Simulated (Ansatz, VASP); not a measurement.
## One calculation of KCl, two programs

```
K Cl
1.0
     2.78352    2.78352    0.00000
    -2.78352    2.78352    0.00000
     0.00000    2.78352    2.78352
K Cl
1 1
Direct
  0.00000 0.00000 0.00000
  0.50000 0.50000 0.00000
```

Alike in both runs: task single point; functional PBEsol; k mesh 6 × 6 × 6; no spin polarisation.

|  | VASP | Ansatz |
| --- | --- | --- |
| version | VASP 6.6.1 | Ansatz 0.2.0 |
| potentials or method | VASP PAW PBE potentials, release 64 (K_sv, Cl), cutoff 520 eV | all-electron LAPW, scalar-relativistic |
| occupations | gaussian, width 0.01 eV | fixed |

|  | VASP | Ansatz | Ansatz less VASP |
| --- | --- | --- | --- |
| gap on the k mesh at the Fermi level (eV) | 5.64 | 5.64 | -0.009 |
| pressure (GPa) | 15.3 | 15.0 | -0.34 |

VASP's potentials were made for PBE, not for PBEsol. Ansatz ran all-electron here, and VASP with PAW potentials.
